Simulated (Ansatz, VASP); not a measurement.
**One calculation of Ta4N3, two programs**

File INCAR:

```
  ALGO = Fast
  EDIFF = 1E-6
  ENCUT = 520
  GGA = PS
  ISIF = 2
  ISMEAR = 0
  LASPH = T
  LCHARG = F
  LREAL = F
  LWAVE = F
  NBANDS = 72
  NELM = 60
  PREC = Accurate
  SIGMA = 0.15
```

Contents of KPOINTS:

```
k-points
0
Gamma
  9 9 5
```

The input POSCAR:

```
Ta4N3
1.0
   -4.3571443853      0.0000000000      0.0000000000
    0.0000000000     -4.3571443853      0.0000000000
   -1.4522362236      1.4522362236      8.5453519637
Ta N
8 6
Direct
    0.2934873200      0.2065126800      0.6196000000
   -0.0398626800      0.5398626800      0.1196000000
   -0.2934219030      0.2934219030      0.8803537444
    0.3732280970      0.6267719030      0.3803537444
    0.4601373200      0.0398626800      0.1196000000
   -0.2065126800      0.7065126800      0.6196000000
    0.2137465430      0.7862534570      0.8588462556
    0.8803965430      1.1196034570      0.3588462556
    0.3768123200      1.1231876800      0.3696000000
   -0.2898376800      0.7898376800      0.8696000000
   -0.2065126800      0.2065126800      0.6196000000
    0.4601373200      0.5398626800      0.1196000000
    0.8768123200      0.6231876800      0.3696000000
    0.2101623200      0.2898376800      0.8696000000
```

Input for Ansatz:

```yaml
crystal:
  lattice:
    - [-4.3571443853, 0.0, 0.0]
    - [0.0, -4.3571443853, 0.0]
    - [-1.4522362236, 1.4522362236, 8.5453519637]
  atoms:
    - { symbol: Ta, position: [0.29348732, 0.20651268, 0.6196] }
    - { symbol: Ta, position: [-0.03986268, 0.53986268, 0.1196] }
    - { symbol: Ta, position: [-0.293421903, 0.293421903, 0.8803537444] }
    - { symbol: Ta, position: [0.373228097, 0.626771903, 0.3803537444] }
    - { symbol: Ta, position: [0.46013732, 0.03986268, 0.1196] }
    - { symbol: Ta, position: [-0.20651268, 0.70651268, 0.6196] }
    - { symbol: Ta, position: [0.213746543, 0.786253457, 0.8588462556] }
    - { symbol: Ta, position: [0.880396543, 1.119603457, 0.3588462556] }
    - { symbol: "N", position: [0.37681232, 1.12318768, 0.3696] }
    - { symbol: "N", position: [-0.28983768, 0.78983768, 0.8696] }
    - { symbol: "N", position: [-0.20651268, 0.20651268, 0.6196] }
    - { symbol: "N", position: [0.46013732, 0.53986268, 0.1196] }
    - { symbol: "N", position: [0.87681232, 0.62318768, 0.3696] }
    - { symbol: "N", position: [0.21016232, 0.28983768, 0.8696] }
basis:
  ecutwfc: 420
kpoints:
  mp_grid: { grid: [9, 9, 5] }
hamiltonian:
  xc: pbesol
scf:
  occupations: { method: gaussian, width: 0.15 }
output:
  forces: true
  stress: true
  eigenvalues: true
```

Alike in both runs: task single point; functional PBEsol; k mesh 9 × 9 × 5; occupations gaussian, width 0.15 eV; no spin polarisation.

|  | VASP | Ansatz |
| --- | --- | --- |
| version | VASP 6.6.1 | Ansatz 0.2.0 |
| potentials or method | VASP PAW PBE potentials, release 64 (Ta_pv, N), cutoff 520 eV | scalar-relativistic, plane waves, PAW |
| valence electrons in the cell | 118 | 134 |

Ansatz gave:

* gap on the k mesh at the Fermi level (eV): none
* pressure (GPa): 4.0
* traceless stress, the component that is largest in VASP (GPa): 6.33
* rms of the force components (eV/Å): 0.779

Problem. Estimate VASP's values.

Solution. gap on the k mesh at the Fermi level (eV): none; pressure (GPa): 4.8; traceless stress, the component that is largest in VASP (GPa): 6.31; rms of the force components (eV/Å): 0.777.

VASP's potentials were made for PBE, not for PBEsol. Atom by atom the forces differ by 0.009 eV/Å (rms over components). A gap of «none» marks a metal or a gap that the smearing closes. VASP's potentials hold 118 valence electrons a cell and Ansatz's 134, so a difference there can come from the potentials and not from the codes.

Neither program's run includes spin-orbit coupling.
